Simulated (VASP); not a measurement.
A run of VASP 6.6.1:

Contents of INCAR:

```
PREC = Accurate ; ENCUT = 520
EDIFF = 1E-6 ; ISMEAR = -1
SIGMA = 0.1 ; LREAL = F
LASPH = T ; NELM = 100
ALGO = Normal ; ISIF = 2
LWAVE = F ; LCHARG = T
GGA = PE ; LELF = T
LVHAR = T ; NBANDS = 12
```

KPOINTS

```
regular mesh
0
Gamma
  6 6 10
```

POSCAR

```
Be
1.0
    3.7216668396      0.0000000000      0.0000000000
    0.0000000000      3.7216668396      0.0000000000
    0.0000000000      0.0000000000      2.2659689346
Be
4
Direct
    0.2974080000      0.2974080000      0.0000000000
    0.7025920000      0.7025920000      0.0000000000
    0.2025920000      0.7974080000      0.5000000000
    0.7974080000      0.2025920000      0.5000000000
```

Potentials or basis: VASP PAW PBE potentials, release 64 (Be).

Run with:

```bash
$ cat potpaw_PBE.64/Be/POTCAR > POTCAR
$ mpirun -np 1 vasp_std > vasp.out
```

Hardware: 1 thread of Intel Xeon 8259CL, with other jobs on the host.

Question: How long does it take, and how much memory?

Answer: Wall time 20 s on 1 thread of Intel Xeon 8259CL (shared host), peak memory 0.14 GiB. Counts: scf iterations 9, k points 60.
